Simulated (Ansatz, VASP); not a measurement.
**Two plane-wave programs on BiTe**

```
Bi Te
1.0
     0.00000    3.13795    3.28353
     3.13795    0.00000    3.28353
     3.13795    3.13795    0.00000
Bi Te
1 1
Direct
  0.00000 0.00000 0.00000
  0.50000 0.50000 0.50000
```

Change from the starting cell: strain -0.030 along x and y, +0.015 along z, atoms carried along.

Alike in both runs: task single point; functional PBE; k mesh 14 × 14 × 14; occupations gaussian, width 0.15 eV; no spin polarisation.

|  | VASP | Ansatz |
| --- | --- | --- |
| version | VASP 6.6.1 | Ansatz 0.2.0 |
| potentials or method | VASP PAW PBE potentials, release 64 (Bi_d, Te), cutoff 520 eV | scalar-relativistic, plane waves, PAW |
| valence electrons in the cell | 21 | 31 |

```tsv
	VASP	Ansatz	Ansatz less VASP
gap on the k mesh at the Fermi level (eV)	none	none	-
pressure (GPa)	3.5	3.5	+0.05
traceless stress, the component that is largest in VASP (GPa)	-2.99	-3.00	-0.005
```

A gap of «none» marks a metal or a gap that the smearing closes. VASP's potentials hold 21 valence electrons a cell and Ansatz's 31, so a difference there can come from the potentials and not from the codes.

Neither program's run includes spin-orbit coupling.
